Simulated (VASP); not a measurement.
# NbTe: single point with PBEsol

NbTe:

```
Te Nb
1.0
     3.62995    0.00000    0.00000
    -1.81497    3.14363    0.00000
     0.00000    0.00000    3.67382
Te Nb
1 1
Direct
  0.66667 0.33333 0.00000
  0.00000 0.00000 0.50000
```

- Program: VASP 6.6.1
- Task: single point
- Functional: PBEsol
- Potentials or basis: VASP PAW PBE potentials, release 64 (Te, Nb_sv)
- Cutoff: 520 eV
- k mesh: 8 × 8 × 7
- Occupations: fermi-dirac, width 0.05 eV
- Spin: no spin polarisation

```yaml
Pressure: -0.1 GPa
```

Levels at points of the mesh, in eV from the Fermi level:
| k point | band 6 | band 7 | band 8 | band 9 | band 10 | band 11 | band 12 | band 13 | band 14 | band 15 |
| --- | --- | --- | --- | --- | --- | --- | --- | --- | --- | --- |
| (0.00, 0.00, 0.00) | -3.24 | -3.18 | -3.18 | -2.48 | 0.13 | 0.13 | 2.62 | 2.62 | 3.16 | 5.93 |
| (0.50, 0.00, 0.00) | -7.49 | -4.07 | -2.84 | -2.56 | -0.23 | 1.35 | 1.68 | 3.12 | 3.92 | 5.76 |

Run time: 21 s on 1 thread of Intel(R) Xeon(R) Platinum 8488C (Sapphire Rapids), on a shared host, peak memory 0.17 GiB.

Caveat: the PAW data sets were made with another functional, which shifts forces and pressure a little; spin-orbit coupling is left out, which moves the levels of the heavy elements.
